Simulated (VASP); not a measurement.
Write the native input for VASP 6.6.1 that does the following.

* Task: single point
* Functional: PBE
* Potentials or basis: VASP PAW PBE potentials, release 64 (C)
* Cutoff: 600 eV
* k mesh: 12 × 12 × 12
* Occupations: gaussian, width 0.02 eV
* Spin: no spin polarisation
* Dipole correction: no
* Further INCAR settings: ALGO = Normal; EDIFF = 1e-06; NBANDS = 11

The structure of C lies in POSCAR:

```
C
1.0
    0.0000000000      1.7793160140      1.7793160140
    1.7793160140      0.0000000000      1.7793160140
    1.7793160140      1.7793160140      0.0000000000
C
2
Direct
    0.5000000000      0.5000000000      0.5000000000
    0.7500000000      0.7500000000      0.7500000000
```

This cell differs from its parent crystal: strained.

These files were run (other wordings do the same):

INCAR

```
SYSTEM = C
PREC = Accurate
ENCUT = 600
EDIFF = 1E-6
ISMEAR = 0
SIGMA = 0.02
LREAL = .FALSE.
LASPH = .TRUE.
NELM = 120
ALGO = Normal
ISIF = 2
LWAVE = .FALSE.
LCHARG = .FALSE.
GGA = PE
NBANDS = 11
GGA_COMPAT = .FALSE.
```

KPOINTS

```
Automatic mesh
0
G
  12 12 12
  0 0 0
```

Potentials or basis: VASP PAW PBE potentials, release 64 (C).

The run is started by

```bash
$ cat potpaw_PBE.64/C/POTCAR > POTCAR
$ mpirun -np 1 vasp_std > vasp.out
```

Results of the run:

The pressure is 4.8 GPa. The band gap on the k mesh is 4.17 eV, indirect (least direct gap 5.61 eV).

Caveat: the cell differs from its parent crystal (strained).

It took 6.5 s on 1 thread of Intel(R) Xeon(R) Platinum 8375C CPU @ 2.90GHz (Ice Lake), on a shared host, peak memory 0.12 GiB.
